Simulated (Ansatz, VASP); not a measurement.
# One calculation of Pt, two programs

```
Pt
1.0
    -1.56095    1.56095    1.56095
     1.56095   -1.56095    1.56095
     1.56095    1.56095   -1.56095
Pt
1
Direct
  0.00000 0.00000 0.00000
```

Alike in both runs: functional PBEsol; k mesh 19 × 19 × 19; occupations fermi-dirac, width 0.05 eV; no spin polarisation.

Ansatz relaxed the structure, and its values are those at the end. VASP's run is a single point on that final structure, the one shown.

|  | VASP | Ansatz |
| --- | --- | --- |
| version | VASP 6.6.1 | Ansatz 0.2.0 |
| potentials or method | VASP PAW PBE potentials, release 64 (Pt) | plane waves, PAW |
| plane-wave cutoff (eV) | 520 | 420 |
| valence electrons in the cell | 10 | 18 |

```tsv
	VASP	Ansatz	Ansatz less VASP
pressure (GPa)	-0.4	0.0	+0.38
```

VASP's potentials were made for PBE, not for PBEsol. VASP's potentials hold 10 valence electrons a cell and Ansatz's 18, so a difference there can come from the potentials and not from the codes.

Neither program's run includes spin-orbit coupling.
